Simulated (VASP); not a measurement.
# KI (Fm-3m) in VASP: notebook

The runs below take KI through relaxation of cell and atoms, with PBEsol.

All numbers are computed with VASP 6.6.1; they aren't measurements. Logs are shortened: lines on timing, memory, paths and dates and some standing lists are left out, and cuts for length are marked.

## (1) The cell of the first run

It takes space group Fm-3m (No. 225, cubic). Conventional cell: a = 7.005 Å, b = 7.005 Å, c = 7.005 Å, α = 90.00°, β = 90.00°, γ = 90.00°. Within 4.6 Å of K (site symmetry m-3m) lie 6 I at 3.50 Å. Within 4.6 Å of I (site symmetry m-3m) lie 6 K at 3.50 Å.

## (2) Relaxation of cell and atoms, PBEsol, target pressure 2 GPa, at which the enthalpy is minimised

INCAR

```
PREC = Accurate
ENCUT = 600
EDIFF = 1E-7
ISMEAR = 0
SIGMA = 0.01
LREAL = F
LASPH = T
NELM = 60
ALGO = Normal
ISIF = 3
LWAVE = F
LCHARG = F
GGA = PS
IBRION = 2
NSW = 100
EDIFFG = -0.002
PSTRESS = 20.0
```

KPOINTS

```
regular mesh
0
Gamma
  6 6 6
```

POSCAR

```
KI
1.0
    3.5024841933      3.5024841933      0.0000000000
   -3.5024841933      3.5024841933      0.0000000000
    0.0000000000      3.5024841933      3.5024841933
K I
1 1
Direct
    0.0000000000      0.0000000000      0.0000000000
    0.5000000000      0.5000000000      0.0000000000
```

Potentials or basis: VASP PAW PBE potentials, release 64 (K_sv, I).

Run with:

```sh
cat potpaw_PBE.64/K_sv/POTCAR potpaw_PBE.64/I/POTCAR > POTCAR
mpirun -np 1 vasp_std > vasp.out
```

OUTCAR:

```text
PREC = Accurate
   ENCUT = 600
   EDIFF = 1E-7
   ISMEAR = 0
   LREAL = F
   LASPH = T
   NELM = 60
   ISIF = 3
   GGA = PS
   IBRION = 2
   NSW = 100
   EDIFFG = -0.002
   PSTRESS = 20.0

 ion  position               nearest neighbor table
   1  0.000  0.000  0.000-   2 3.50   2 3.50   2 3.50   2 3.50   2 3.50   2 3.50
   2  0.500  0.500  0.000-   1 3.50   1 3.50   1 3.50   1 3.50   1 3.50   1 3.50

  LATTYP: Found a face centered cubic cell.
 ALAT       =     7.0049683866

  Lattice vectors:

 A1 = (   0.0000000000,   3.5024841933,   3.5024841933)
 A2 = (   3.5024841933,   0.0000000000,   3.5024841933)
 A3 = (   3.5024841933,   3.5024841933,   0.0000000000)

Analysis of symmetry for initial positions (statically):
=====================================================================
 Subroutine PRICEL returns:
 Original cell was already a primitive cell.

 Routine SETGRP: Setting up the symmetry group for a
 face centered cubic supercell.

 Subroutine GETGRP returns: Found 48 space group operations
 (whereof 48 operations were pure point group operations)
 out of a pool of 48 trial point group operations.

The static configuration has the point symmetry O_h .

Analysis of symmetry for dynamics (positions and initial velocities):
=====================================================================
 Subroutine PRICEL returns:
 Original cell was already a primitive cell.

 Routine SETGRP: Setting up the symmetry group for a
 face centered cubic supercell.

 Subroutine GETGRP returns: Found 48 space group operations
 (whereof 48 operations were pure point group operations)
 out of a pool of 48 trial point group operations.

The dynamic configuration has the point symmetry O_h .

 Subroutine INISYM returns: Found 48 space group operations
 (whereof 48 operations are pure point group operations),
 and found     1 'primitive' translations

----------------------------------------------------------------------------------------

                                     Primitive cell

  volume of cell :      85.9327

  direct lattice vectors                    reciprocal lattice vectors
     3.502484193  3.502484193  0.000000000     0.142755819  0.142755819 -0.142755819
    -3.502484193  3.502484193  0.000000000    -0.142755819  0.142755819 -0.142755819
     0.000000000  3.502484193  3.502484193     0.000000000  0.000000000  0.285511638

  length of vectors
     4.953260648  4.953260648  4.953260648     0.247260332  0.247260332  0.285511638

  position of ions in fractional coordinates (direct lattice)
     0.000000000  0.000000000  0.000000000
     0.500000000  0.500000000  0.000000000

  ion indices of the primitive-cell ions
   primitive index   ion index
                 1           1
                 2           2

----------------------------------------------------------------------------------------

 KPOINTS: regular mesh

Automatic generation of k-mesh.
 Grid dimensions read from file:
 generate k-points for:    6    6    6

 Generating k-lattice:

  Cartesian coordinates                     Fractional coordinates (reciprocal lattice)
     0.023792637  0.023792637 -0.023792637     0.166666667  0.000000000  0.000000000
    -0.023792637  0.023792637 -0.023792637     0.000000000  0.166666667  0.000000000
     0.000000000  0.000000000  0.047585273     0.000000000  0.000000000  0.166666667

  Length of vectors
     0.041210055  0.041210055  0.047585273

  Shift w.r.t. Gamma in fractional coordinates (k-lattice)
     0.000000000  0.000000000  0.000000000

 Subroutine IBZKPT returns following result:
 ===========================================

 Found     16 irreducible k-points:

 Following reciprocal coordinates:
            Coordinates               Weight
  0.000000  0.000000  0.000000      1.000000
  0.166667  0.000000  0.000000      8.000000
  0.333333  0.000000  0.000000      8.000000
  0.500000  0.000000  0.000000      4.000000
  0.166667  0.166667  0.000000     12.000000
  0.333333  0.166667  0.000000     24.000000
[... 8 lines left out ...]
  0.500000  0.333333  0.166667     24.000000
  0.500000  0.500000  0.166667     12.000000
   k-points           NKPTS =     16   k-points in BZ     NKDIM =     16   number of bands    NBANDS=     12
   number of dos      NEDOS =    301   number of ions     NIONS =      2
   total plane-waves  NPLWV =  64000
   dimension x,y,z NGX =    40 NGY =   40 NGZ =   40
   dimension x,y,z NGXF=    80 NGYF=   80 NGZF=   80
   ions per type =               1   1
   NGX,Y,Z   is equivalent  to a cutoff of  13.43, 13.43, 13.43 a.u.
   NGXF,Y,Z  is equivalent  to a cutoff of  26.85, 26.85, 26.85 a.u.
 SYSTEM =  unknown system
   PREC   = accura    normal or accurate (medium, high low for compatibility)
   ISTART =      0    job   : 0-new  1-cont  2-samecut
   ICHARG =      2    charge: 1-file 2-atom 10-const
   ISPIN  =      1    spin polarized calculation?
   LNONCOLLINEAR =      F non collinear calculations
   LSORBIT =      F    spin-orbit coupling
   LASPH  =      T    aspherical Exc in radial PAW
   ENCUT  =  600.0 eV  44.10 Ry    6.64 a.u.   9.89  9.89  9.89*2*pi/ulx,y,z
   NELM   =     60;   NELMIN=  2; NELMDL= -5     # of ELM steps
   EDIFF  = 0.1E-06   stopping-criterion for ELM
   LREAL  =      F    real-space projection
   EDIFFG = -.2E-02   stopping-criterion for IOM
   NSW    =    100    number of steps for IOM
   IBRION =      2    ionic relax: 0-MD 1-quasi-New 2-CG
   NFREE  =      1    steps in history (QN), initial steepest desc. (CG)
   ISIF   =      3    stress and relaxation
   ISYM   =      2    0-nonsym 1-usesym 2-fastsym
   POTIM  = 0.5000    time-step for ionic-motion
   TEBEG  =    0.0;   TEEND  =   0.0 temperature during run
   PSTRESS=   20.0 pullay stress
   NELECT =      16.0000    total number of electrons
   NUPDOWN=      -1.0000    fix difference up-down
   EMIN   =  10.00;   EMAX   =-10.00  energy-range for DOS
   EFERMI =   0.00;   METHOD = LEGACY
   ISMEAR =     0;   SIGMA  =   0.01  broadening in eV -4-tet -1-fermi 0-gaus
   EFERMI_NEDOS =   21; number of points for ismear=-14 and -15
   IALGO  =     38    algorithm
   IMIX   =      4    mixing-type and parameters
     AMIX     =   0.40;   BMIX     =  1.00
     AMIX_MAG =   1.60;   BMIX_MAG =  1.00
  volume/ion in A,a.u.               =      42.97       289.95
  Fermi-wavevector in a.u.,A,eV,Ry     =   0.934821  1.766556 11.890009  0.873891
  Thomas-Fermi vector in A             =   2.061666
   LORBIT       =      0    0 simple, 1 ext, 2 COOP (PROOUT), +10 PAW based schemes
   GGA     = PS    functional components
   LHFCALC =     F    Hartree Fock is set to
   AEXX    =    0.0000 exact exchange contribution
   IVDW    =     0    specifies the selected vdW correction
   LEPSILON=     F    determine dielectric tensor
   LRPA    =     F    only Hartree local field effects (RPA)
 conjugate gradient relaxation of ions
 non-spin polarized calculation
 Gauss-broadening in eV      SIGMA  =   0.01
  energy-cutoff  :      600.00
  volume of cell :       85.93
 maximum number of plane-waves:      2884
   NGX = 19   NGY = 19   NGZ = 19

--------------------------------------- Ionic step        1  -------------------------------------------

 number of electron      15.9999999 magnetization

 Free energy of the ion-electron system (eV)
  ---------------------------------------------------
  ext. energy  EPLUGINS =         0.00000000
  ---------------------------------------------------
  free energy    TOTEN  =        -5.81591679 eV

  energy without entropy =       -5.81591679  energy(sigma->0) =       -5.81591679

 E-fermi :  -0.3085     XC(G=0):  -7.4474

 val. band max:       -0.3736162961   @ k =   0.0000   0.0000   0.0000
 cond. band min:       3.4959644226   @ k =   0.0000   0.0000   0.0000
 fundamental gap:      3.8695807186
 Fermi energy:        -0.3084909448

 k-point     1 :       0.0000    0.0000    0.0000
  band No.  band energies     occupation
      1     -28.6551      2.00000
      2     -12.2118      2.00000
      3     -12.2118      2.00000
      4     -12.2118      2.00000
      5     -10.9511      2.00000
      6      -0.3736      2.00000
      7      -0.3736      2.00000
      8      -0.3736      2.00000
      9       3.4960      0.00000
     10       6.0399      0.00000
     11       6.0399      0.00000
     12       6.0399      0.00000

 k-point     2 :       0.1667    0.0000    0.0000
  band No.  band energies     occupation
      1     -28.6545      2.00000
      2     -12.2661      2.00000
      3     -12.2124      2.00000
      4     -12.2124      2.00000
      5     -10.8621      2.00000
      6      -0.8260      2.00000
      7      -0.4724      2.00000
      8      -0.4724      2.00000
      9       4.1430      0.00000
     10       5.9518      0.00000
     11       6.3404      0.00000
     12       6.3404      0.00000
[... 313 lines left out ...]
  FREE ENERGIE OF THE ION-ELECTRON SYSTEM (eV)
  ---------------------------------------------------
  free  energy   TOTEN  =        -5.7641964529 eV

  energy  without entropy=       -5.7641964529  energy(sigma->0) =       -5.76419645

  enthalpy is  TOTEN    =        -4.8069627697 eV   P V=        0.9572336832

--------------------------------------- Ionic step        4  -------------------------------------------

 number of electron      15.9999999 magnetization

 Free energy of the ion-electron system (eV)
  ---------------------------------------------------
  ext. energy  EPLUGINS =         0.00000000
  ---------------------------------------------------
  free energy    TOTEN  =        -5.76119471 eV

  energy without entropy =       -5.76119471  energy(sigma->0) =       -5.76119471

 E-fermi :   0.4059     XC(G=0):  -7.9371

 val. band max:        0.3058643009   @ k =   0.0000   0.0000   0.0000
 cond. band min:       4.4574299077   @ k =   0.0000   0.0000   0.0000
 fundamental gap:      4.1515656069
 Fermi energy:         0.4059483067

 k-point     1 :       0.0000    0.0000    0.0000
  band No.  band energies     occupation
      1     -27.8086      2.00000
      2     -11.3850      2.00000
      3     -11.3850      2.00000
      4     -11.3850      2.00000
      5     -10.4839      2.00000
      6       0.3059      2.00000
      7       0.3059      2.00000
      8       0.3059      2.00000
      9       4.4574      0.00000
     10       6.6174      0.00000
     11       6.6174      0.00000
     12       6.6174      0.00000

 k-point     2 :       0.1667    0.0000    0.0000
  band No.  band energies     occupation
      1     -27.8074      2.00000
      2     -11.5040      2.00000
      3     -11.3858      2.00000
      4     -11.3858      2.00000
      5     -10.3151      2.00000
      6      -0.2514      2.00000
      7       0.1713      2.00000
      8       0.1713      2.00000
      9       5.1576      0.00000
     10       6.5869      0.00000
     11       6.9542      0.00000
     12       6.9542      0.00000
[... 230 lines left out ...]
 POSITION                                       TOTAL-FORCE (eV/Angst)
 -----------------------------------------------------------------------------------
     -3.36843      3.36843      0.00000        -0.000000     -0.000000      0.000000
      0.00000      3.36843      0.00000         0.000000      0.000000      0.000000
 -----------------------------------------------------------------------------------
    total drift:                                0.000000     -0.000000     -0.000000

  FREE ENERGIE OF THE ION-ELECTRON SYSTEM (eV)
  ---------------------------------------------------
  free  energy   TOTEN  =        -5.7611947115 eV

  energy  without entropy=       -5.7611947115  energy(sigma->0) =       -5.76119471

  enthalpy is  TOTEN    =        -4.8070067835 eV   P V=        0.9541879280

 reached required accuracy - stopping structural energy minimisation
```

Wall time 98 s (1 thread of Intel Xeon 6975P-C, shared host); peak memory 0.25 GiB.

Results:

| Item | Value |
| --- | --- |
| Free energy | -5.7612 eV |
| Relaxed volume | 38.22 Å³/atom |
| Relaxed cell | a = 4.764 Å, b = 4.764 Å, c = 4.764 Å, α = 60.00°, β = 60.00°, γ = 90.00° |
| Space group after relaxing (to 0.05 Å) | Fm-3m (No. 225) |
| Energy change on relaxing (the enthalpy is what falls) | +27.4 meV/atom |
| Ionic steps | 4 |
| Pressure after relaxing | 2.0 GPa |
| Band gap on the k mesh | 4.15 eV, direct |

The path:
| step | energy change (eV) | largest force (eV/Å) | pressure (GPa) | volume (Å³) |
| --- | --- | --- | --- | --- |
| 1 | 0.0000 | 0.0000 | 0.06 | 85.93 |
| 2 | 0.0232 | 0.0000 | 1.21 | 79.61 |
| 3 | 0.0517 | 0.0000 | 1.94 | 76.68 |
| 4 | 0.0547 | 0.0000 | 2.01 | 76.44 |

Final structure:
```
K I
1.0
     3.36843    3.36843    0.00000
    -3.36843    3.36843    0.00000
     0.00000    3.36843    3.36843
K I
1 1
Direct
  0.00000 0.00000 0.00000
  0.50000 0.50000 0.00000
```

Caveat: the cell is relaxed towards a set pressure, so the enthalpy falls and the energy may rise; the PAW data sets were made with another functional, which shifts forces and pressure a little; spin-orbit coupling is left out, which moves the levels of the heavy elements. As with any semilocal functional, this PBEsol gap is likely too small.

## (3) Relaxation of cell and atoms, PBEsol, target pressure 4 GPa, at which the enthalpy is minimised

INCAR

```
PREC     = Accurate       # precision mode
ENCUT    = 600            # plane-wave cutoff, eV
EDIFF    = 1E-6           # SCF threshold, eV
ISMEAR   = 0              # smearing method
SIGMA    = 0.01           # smearing width, eV
LREAL    = False          # projectors in reciprocal space
LASPH    = True           # aspherical terms in the spheres
NELM     = 60             # most SCF steps
ALGO     = Normal         # electronic algorithm
ISIF     = 3              # what is computed and relaxed
LWAVE    = False          # write WAVECAR
LCHARG   = False          # write CHGCAR
GGA      = PS             # functional
IBRION   = 2              # ionic algorithm
NSW      = 100            # ionic steps
EDIFFG   = -0.002         # ionic threshold
PSTRESS  = 40.0
```

KPOINTS is that of step 2.

POSCAR is that of step 2.

Potentials or basis: VASP PAW PBE potentials, release 64 (K_sv, I).

Run with:

```sh
cat potpaw_PBE.64/K_sv/POTCAR potpaw_PBE.64/I/POTCAR > POTCAR
mpirun -np 1 vasp_std > vasp.out
```

It took 2.8 min on 1 thread of Intel Xeon 6975P-C, shared host; peak memory 0.25 GiB.

Results (log left out):

| Property | Result |
| --- | --- |
| Free energy | -5.6553 eV |
| Relaxed volume | 35.33 Å³/atom |
| Relaxed cell | a = 4.641 Å, b = 4.641 Å, c = 4.641 Å, α = 60.00°, β = 60.00°, γ = 90.00° |
| Space group after relaxing (to 0.05 Å) | Fm-3m (No. 225) |
| Energy change on relaxing (the enthalpy is what falls) | +80.3 meV/atom |
| Ionic steps | 13 |
| Pressure after relaxing | 4.0 GPa |
| Band gap on the k mesh | 4.31 eV, indirect (least direct gap 4.37 eV) |

The path:
| step | energy change (eV) | largest force (eV/Å) | pressure (GPa) | volume (Å³) |
| --- | --- | --- | --- | --- |
| 1 | 0.0000 | 0.0000 | 0.07 | 85.93 |
| 2 | 0.1002 | 0.0000 | 2.93 | 73.47 |
| 3 | 0.1555 | 0.0000 | 3.92 | 70.87 |
| 4 | 0.1626 | 0.0000 | 4.05 | 70.59 |
| 5 | 0.1598 | 0.0000 | 4.04 | 70.70 |
| 6 | 0.1517 | 0.0000 | 3.85 | 71.03 |
| 7 | 0.1580 | 0.0000 | 3.97 | 70.77 |
| 8 | 0.1588 | 0.0000 | 3.97 | 70.74 |
| 9 | 0.1593 | 0.0000 | 3.98 | 70.72 |
| 10 | 0.1595 | 0.0000 | 3.99 | 70.71 |
| 11 | 0.1597 | 0.0000 | 3.98 | 70.70 |
| 12 | 0.1597 | 0.0000 | 3.99 | 70.70 |
| 13 | 0.1606 | 0.0000 | 3.99 | 70.67 |

Final structure:
```cif
data_structure
_symmetry_space_group_name_H-M 'P 1'
_symmetry_Int_Tables_number 1
_cell_length_a 4.6406
_cell_length_b 4.6406
_cell_length_c 4.6406
_cell_angle_alpha 60.000
_cell_angle_beta 60.000
_cell_angle_gamma 90.000
_cell_volume 70.67
loop_
_atom_site_label
_atom_site_type_symbol
_atom_site_fract_x
_atom_site_fract_y
_atom_site_fract_z
_atom_site_occupancy
K1 K 0.00000 0.00000 0.00000 1
I1 I 0.50000 0.50000 0.00000 1
```

Levels at points of the mesh, in eV from the valence-band top:
| k point | band 5 | band 6 | band 7 | band 8 | band 9 | band 10 | band 11 | band 12 |
| --- | --- | --- | --- | --- | --- | --- | --- | --- |
| (0.00, 0.00, 0.00) | -10.96 | 0.00 | 0.00 | 0.00 | 4.37 | 6.21 | 6.21 | 6.21 |
| (0.50, 0.00, 0.00) | -10.17 | -1.96 | -0.59 | -0.59 | 5.55 | 8.09 | 8.49 | 8.49 |
| (0.50, 0.50, 0.00) | -10.69 | -1.40 | -0.51 | -0.51 | 4.31 | 6.17 | 8.22 | 9.38 |

Caveat: the cell is relaxed towards a set pressure, so the enthalpy falls and the energy may rise; the volume moved by over 15 % at a fixed basis, so the end points are rough; the PAW data sets were made with another functional, which shifts forces and pressure a little; spin-orbit coupling is left out, which moves the levels of the heavy elements. PBEsol gaps usually lie below the measured ones, often by a third to a half.
